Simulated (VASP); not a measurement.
# Si16B (a cell with a defect) in VASP: a series of runs, part 2 of 2

VASP 6.6.1. The steps go on from the part before.

### 3 Single point, PBEsol, collinear spin, zero start

The input, INCAR:

```
SYSTEM = Si16B
PREC = Accurate ; ENCUT = 520
EDIFF = 1E-7 ; ISMEAR = -1
SIGMA = 0.02 ; LREAL = Auto
LASPH = .TRUE. ; NELM = 150
ALGO = Normal ; ISIF = 2
LWAVE = .FALSE. ; LCHARG = .FALSE.
ISPIN = 2 ; MAGMOM = 0 0 0 0 0 0 0 0 0 0 0 0 0 0 0 0 0
LORBIT = 11 ; GGA = PS
NBANDS = 52
```

The input, KPOINTS:

```
Automatic mesh
0
G
  2 2 2
  0 0 0
```

The input, POSCAR:

```
Si16B
1.0
    0.0000000000      5.4300000000      5.4300000000
    5.4300000000      0.0000000000      5.4300000000
    5.4300000000      5.4300000000      0.0000000000
Si B
16 1
Direct
    0.0021270718     -0.0084254144     -0.0491252302
    0.1012615101      0.0747053407      0.1247974217
    0.0675230203     -0.0010220994      0.4741712707
    0.2225506446      0.1194198895      0.6018508287
   -0.0883885820      0.5281675875      0.0346869245
    0.0445303867      0.6203314917      0.1737384899
    0.0351381215      0.4779926335      0.5303130755
    0.1566114180      0.6040883978      0.6541988950
    0.4819429098      0.0750184162     -0.0505985267
    0.6218968692      0.1285082873      0.1141988950
    0.5920073665     -0.0084898711      0.4724125230
    0.7104143646      0.1510957643      0.5814272560
    0.4204604052      0.4851749540      0.0241988950
    0.4891436464      0.6676335175      0.1541160221
    0.5393922652      0.5170534070      0.4983241252
    0.6633793738      0.5965101289      0.6605801105
    0.2178453039      0.3038305709      0.8830386740
```

Potentials or basis: VASP PAW PBE potentials, release 64 (Si, B).

Command:

```sh
$ cat potpaw_PBE.64/Si/POTCAR potpaw_PBE.64/B/POTCAR > POTCAR
$ mpirun -np 1 vasp_std > vasp.out
```

Run time: 15 min. Hardware: 1 thread of Intel Xeon 8259CL, shared host; peak memory 0.71 GiB.

The run converged. Its results:

```yaml
Free_energy: -92.1807 eV
Pressure: -1.8 GPa
Largest_force: 1.568 eV/Å
Net_moment: 0.00 μB per cell
Valence_electrons_inside_the_program's_atomic_spheres: Si 1.67, 1.65, 1.66, 1.59, 1.69, 1.64, 1.68, 1.57 (each value once); B 1.79
```

Forces in eV/Å, atoms in the order of the input:
```
Si   0.002  0.047 -0.926
Si   0.954  0.584  0.491
Si  -0.347  1.225  0.675
Si  -0.423 -0.695 -1.025
Si  -0.953 -0.231 -0.326
Si  -0.290  0.013  0.631
Si   0.180 -0.253  0.315
Si   0.098  0.024 -0.027
Si  -0.893  0.111 -0.707
Si  -0.222  0.753  0.297
Si   0.141  0.914 -0.420
Si   0.017 -0.832 -1.328
Si   0.205  0.113  1.110
Si   0.033  0.372  1.196
Si  -0.399 -1.118 -0.038
Si   0.958 -0.766  0.190
B    0.938 -0.261 -0.106
```

Stress tensor (GPa, compression positive):
```
-0.81  2.13 -0.07
 2.13 -2.71  1.24
-0.07  1.24 -1.74
```

Levels at points of the mesh, in eV from the Fermi level:
Spin up:
| k point | band 30 | band 31 | band 32 | band 33 | band 34 | band 35 | band 36 | band 37 |
| --- | --- | --- | --- | --- | --- | --- | --- | --- |
| (0.00, 0.00, 0.00) | -1.14 | -1.01 | -0.85 | -0.50 | 0.02 | 0.04 | 0.28 | 0.44 |
| (0.50, 0.00, 0.00) | -1.32 | -1.04 | -0.95 | -0.68 | -0.48 | 0.38 | 0.86 | 1.03 |
| (0.00, 0.50, 0.00) | -1.48 | -1.12 | -0.86 | -0.61 | -0.43 | -0.07 | 0.59 | 0.71 |
| (0.00, 0.00, 0.50) | -1.19 | -1.02 | -0.75 | -0.55 | 0.10 | 0.26 | 0.80 | 0.93 |
| (0.50, 0.50, 0.50) | -1.40 | -1.13 | -1.11 | -0.07 | 0.03 | 0.57 | 0.71 | 0.88 |
| (0.50, 0.50, 0.00) | -1.58 | -1.41 | -1.20 | 0.00 | 0.42 | 0.46 | 0.90 | 1.30 |
| (0.00, 0.50, 0.50) | -1.52 | -1.39 | -1.21 | -0.26 | 0.13 | 0.63 | 1.12 | 1.43 |
| (0.50, 0.00, 0.50) | -1.58 | -1.42 | -1.01 | -0.43 | -0.13 | 0.41 | 0.87 | 1.01 |
Spin down:
```csv
k point,band 31,band 32,band 33,band 34,band 35,band 36
"(0.00, 0.00, 0.00)",-1.02,-0.85,-0.50,0.02,0.04,0.28
"(0.50, 0.00, 0.00)",-1.04,-0.95,-0.68,-0.48,0.38,0.86
"(0.00, 0.50, 0.00)",-1.12,-0.86,-0.61,-0.43,-0.07,0.59
"(0.00, 0.00, 0.50)",-1.02,-0.75,-0.55,0.10,0.26,0.80
"(0.50, 0.50, 0.50)",-1.13,-1.11,-0.07,0.03,0.57,0.71
"(0.50, 0.50, 0.00)",-1.41,-1.20,0.00,0.42,0.46,0.90
"(0.00, 0.50, 0.50)",-1.39,-1.21,-0.26,0.13,0.63,1.12
"(0.50, 0.00, 0.50)",-1.42,-1.01,-0.43,-0.13,0.41,0.87
```

Caveat: the k points lie up to 0.50 Å⁻¹ apart; no moment was typed at the start, so none could form; the PAW data sets were made with another functional, which shifts forces and pressure a little.

### 4 Single point, PBEsol, collinear spin, zero start

The input, INCAR:

```
SYSTEM = Si16B
PREC = Accurate
ENCUT = 520
EDIFF = 1E-6
ISMEAR = -1
SIGMA = 0.02
LREAL = Auto
LASPH = .TRUE.
NELM = 150
ALGO = Normal
ISIF = 2
LWAVE = .FALSE.
LCHARG = .TRUE.
ISPIN = 2
MAGMOM = 0 0 0 0 0 0 0 0 0 0 0 0 0 0 0 0 0
LORBIT = 11
GGA = PS
LELF = .TRUE.
LVHAR = .TRUE.
NBANDS = 52
```

KPOINTS is that of step 3.

The input, POSCAR:

```
Si16B
1.0
    0.0000000000      5.4300000000      5.4300000000
    5.4300000000      0.0000000000      5.4300000000
    5.4300000000      5.4300000000      0.0000000000
Si B
16 1
Direct
    0.0170994475     -0.0402854512     -0.0147790055
    0.0687292818      0.0625782689      0.1903130755
    0.1069152855     -0.0704880295      0.5118139963
    0.1684346225      0.1292817680      0.6266666667
   -0.0975966851      0.5359760589      0.0284622468
    0.0753867403      0.5909484346      0.1540976059
    0.0130202578      0.4908471455      0.5210681400
    0.1710497238      0.5714548803      0.6684530387
    0.4695027624      0.0889502762     -0.0598895028
    0.6131860037      0.1380847145      0.1376058932
    0.5533793738     -0.0161786372      0.5020349908
    0.7221362799      0.1459668508      0.5645488029
    0.4894935543      0.5010036832      0.0010957643
    0.5353775322      0.7399263352      0.0762799263
    0.5417311234      0.5215101289      0.4482320442
    0.6247513812      0.6349907919      0.6209760589
    0.1851289134      0.3120534070      0.9409668508
```

Command:

```sh
$ cat potpaw_PBE.64/Si/POTCAR potpaw_PBE.64/B/POTCAR > POTCAR
$ mpirun -np 1 vasp_std > vasp.out
```

It took 17 min on 1 thread of Intel Xeon 8259CL, shared host; peak memory 0.71 GiB.

Results (log left out):

- Free energy: -92.3841 eV
- Pressure: -1.5 GPa
- Largest force: 2.601 eV/Å
- Net moment: 0.00 μB per cell
- Valence electrons inside the program's atomic spheres: Si 1.65, 1.63, 1.67, 1.66, 1.69, 1.60, 1.64, 1.70 (each value once); B 1.82

Forces in eV/Å, atoms in the order of the input:
```
Si   1.358 -0.275 -0.854
Si  -0.283 -0.778  1.237
Si   1.673 -0.616  0.512
Si  -1.096  0.739 -0.318
Si  -0.094  0.109 -0.214
Si  -0.443  1.213  1.494
Si   0.771 -0.678  0.274
Si  -1.281 -0.216 -0.919
Si   1.296 -0.052  1.775
Si  -1.924  0.297  0.079
Si   1.894 -0.652  1.416
Si  -0.790 -0.205 -1.084
Si   1.018 -1.570 -0.185
Si  -0.957  1.414 -1.962
Si  -0.155 -0.411  0.290
Si  -1.094  1.420 -0.735
B    0.107  0.262 -0.806
```

Stress tensor (GPa, compression positive):
```
-0.85  0.51  2.40
 0.51 -2.77 -2.62
 2.40 -2.62 -0.85
```

Levels at points of the mesh, in eV from the Fermi level:
Spin up:
```
           k point  band 29  band 30  band 31  band 32  band 33  band 34  band 35  band 36  band 37  band 38
(0.00, 0.00, 0.00)    -1.06    -0.88    -0.73    -0.64    -0.31    -0.21     0.04     0.28     0.46     0.59
(0.50, 0.00, 0.00)    -1.67    -1.45    -1.00    -0.79    -0.50    -0.23     0.39     0.81     0.90     1.21
(0.00, 0.50, 0.00)    -1.42    -1.21    -1.06    -0.88    -0.54    -0.02     0.44     0.66     1.06     1.32
(0.00, 0.00, 0.50)    -1.60    -1.22    -1.06    -0.64    -0.21     0.02     0.33     0.91     1.05     1.12
(0.50, 0.50, 0.50)    -1.97    -1.57    -1.26    -0.56    -0.35     0.40     0.52     0.62     0.85     1.09
(0.50, 0.50, 0.00)    -1.75    -1.51    -1.25    -1.10    -0.14     0.37     0.73     0.97     1.47     1.63
(0.00, 0.50, 0.50)    -1.74    -1.62    -1.35    -1.15    -0.10     0.39     0.78     1.21     1.42     1.50
(0.50, 0.00, 0.50)    -1.69    -1.49    -1.36    -1.17    -0.49    -0.05     0.64     1.06     1.48     1.57
```
Spin down:
```
           k point  band 30  band 31  band 32  band 33  band 34  band 35  band 36  band 37
(0.00, 0.00, 0.00)    -0.88    -0.73    -0.64    -0.31    -0.21     0.04     0.28     0.46
(0.50, 0.00, 0.00)    -1.45    -1.00    -0.79    -0.50    -0.23     0.39     0.81     0.90
(0.00, 0.50, 0.00)    -1.21    -1.06    -0.88    -0.54    -0.02     0.44     0.66     1.06
(0.00, 0.00, 0.50)    -1.22    -1.06    -0.64    -0.21     0.02     0.33     0.91     1.05
(0.50, 0.50, 0.50)    -1.57    -1.26    -0.56    -0.35     0.40     0.52     0.62     0.85
(0.50, 0.50, 0.00)    -1.51    -1.25    -1.10    -0.14     0.37     0.73     0.97     1.47
(0.00, 0.50, 0.50)    -1.62    -1.35    -1.15    -0.10     0.39     0.78     1.21     1.42
(0.50, 0.00, 0.50)    -1.49    -1.36    -1.17    -0.49    -0.05     0.64     1.06     1.48
```

Caveat: the k points lie up to 0.50 Å⁻¹ apart; no moment was typed at the start, so none could form; the PAW data sets were made with another functional, which shifts forces and pressure a little.

### 5 The runs side by side

```tsv
cell	gap on the mesh (eV)	pressure (GPa)	moment (μB)	largest force (eV/Å)
as given, atomic positions A	none	-0.5	0.00	2.41
as given, atomic positions B	none	-1.8	0.00	1.57
as given, atomic positions C	none	-1.5	0.00	2.60
```

Alike in all rows: task single point; level PBEsol; potentials or basis VASP PAW PBE potentials, release 64 (Si, B); spin collinear, zero start; k mesh 2 × 2 × 2; cutoff (eV) 520; smearing fermi-dirac 0.02 eV.

Caveats: all runs use coarse meshes; no moment was typed at the start, so none could form; the PAW data sets were made with another functional, which shifts forces and pressure a little.

Total energies depend on the potentials used, so only differences within one code and one set of settings carry meaning.
